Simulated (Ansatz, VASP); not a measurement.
# ZnS: VASP beside Ansatz

```
Zn S
1.0
     0.00000    2.70450    2.70450
     2.70450    0.00000    2.70450
     2.70450    2.70450    0.00000
Zn S
1 1
Cartesian
  0.0000 0.0000 0.0000
  1.3522 1.3522 1.3522
```

Alike in both runs: task single point; functional r2SCAN; k mesh 10 × 10 × 10; occupations gaussian, width 0.03 eV; no spin polarisation.

|  | VASP | Ansatz |
| --- | --- | --- |
| version | VASP 6.6.1 | Ansatz 0.2.0 |
| potentials or method | VASP PAW PBE potentials, release 64 (Zn, S) | scalar-relativistic, plane waves, PAW |
| plane-wave cutoff (eV) | 520 | 500 |
| valence electrons in the cell | 18 | 18 |

|  | VASP | Ansatz | Ansatz less VASP |
| --- | --- | --- | --- |
| gap on the k mesh at the Fermi level (eV) | 2.66 | 2.65 | -0.009 |
| least direct gap on the mesh (eV) | 2.66 | 2.65 | -0.009 |

VASP's potentials were made for PBE, not for r2SCAN.
